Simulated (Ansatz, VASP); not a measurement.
**GaSb in VASP and in Ansatz**

The input INCAR:

```
SYSTEM = GaSb
PREC = Accurate ; ENCUT = 520
EDIFF = 1E-6 ; ISMEAR = 0
SIGMA = 0.1 ; LREAL = .False.
LASPH = .True. ; NELM = 80
ALGO = Normal ; ISIF = 2
LWAVE = .False. ; LCHARG = .False.
GGA = PE ; NBANDS = 16
```

The input KPOINTS:

```
Automatic mesh
0
Gamma
  6 6 6
  0 0 0
```

Contents of POSCAR:

```
GaSb
1.0
    0.0000000000      3.0298690183      3.0298690183
    3.0298690183      0.0000000000      3.0298690183
    3.0298690183      3.0298690183      0.0000000000
Ga Sb
1 1
Direct
    0.0000000000      0.0000000000      0.0000000000
    0.2500000000      0.2500000000      0.2500000000
```

Input for Ansatz:

```yaml
crystal:
  lattice:
    - [0.0, 3.0298690183, 3.0298690183]
    - [3.0298690183, 0.0, 3.0298690183]
    - [3.0298690183, 3.0298690183, 0.0]
  atoms:
    - { symbol: Ga, position: [0.0, 0.0, 0.0] }
    - { symbol: Sb, position: [0.25, 0.25, 0.25] }
basis:
  ecutwfc: 420
kpoints:
  mp_grid: { grid: [6, 6, 6] }
hamiltonian:
  xc: pbe
scf:
  occupations: { method: gaussian, width: 0.1 }
output:
  forces: true
  stress: true
  eigenvalues: true
```

Alike in both runs: task single point; functional PBE; k mesh 6 × 6 × 6; occupations gaussian, width 0.1 eV; no spin polarisation.

```csv
,VASP,Ansatz
version,VASP 6.6.1,Ansatz 0.2.0
potentials or method,"VASP PAW PBE potentials, release 64 (Ga_d, Sb), cutoff 520 eV","scalar-relativistic, plane waves, PAW"
valence electrons in the cell,18,28
```

Ansatz gave:

- gap on the k mesh at the Fermi level (eV): 0.24
- least direct gap on the mesh (eV): 0.24
- pressure (GPa): 4.0

Question: What did VASP give for the same quantities?

Answer: gap on the k mesh at the Fermi level (eV): 0.24; least direct gap on the mesh (eV): 0.24; pressure (GPa): 4.1.

VASP's potentials hold 18 valence electrons a cell and Ansatz's 28, so a difference there can come from the potentials and not from the codes.

Neither program's run includes spin-orbit coupling.
